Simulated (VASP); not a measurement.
A run of VASP 6.6.1 is set up as follows.

The input INCAR:

```
SYSTEM = SiC
  ALGO = Normal
  EDIFF = 1E-6
  ENCUT = 520
  GGA = PE
  ISIF = 2
  ISMEAR = 0
  LASPH = .True.
  LCHARG = .False.
  LREAL = .False.
  LWAVE = .False.
  NBANDS = 11
  NELM = 80
  PREC = Accurate
  SIGMA = 0.01
```

File KPOINTS:

```
k-points
0
Gamma
  7 7 7
  0 0 0
```

File POSCAR:

```
SiC
1.0
    0.0000000000      2.1790000000      2.1790000000
    2.1790000000      0.0000000000      2.1790000000
    2.1790000000      2.1790000000      0.0000000000
Si C
1 1
Direct
    0.0000000000      0.0000000000      0.0000000000
    0.2500000000      0.2500000000      0.2500000000
```

Potentials or basis: VASP PAW PBE potentials, release 64 (Si, C).

Launch:

```bash
$ cat potpaw_PBE.64/Si/POTCAR potpaw_PBE.64/C/POTCAR > POTCAR
$ mpirun -np 1 vasp_std > vasp.out
```

Question: Predict the band gap on the k mesh.

Answer: 1.59 eV, indirect (least direct gap 4.67 eV).

Question: What does it give for the pressure?

Answer: 3.2 GPa.

A k mesh can miss the band edges. As with any semilocal functional, this PBE gap is likely too small.
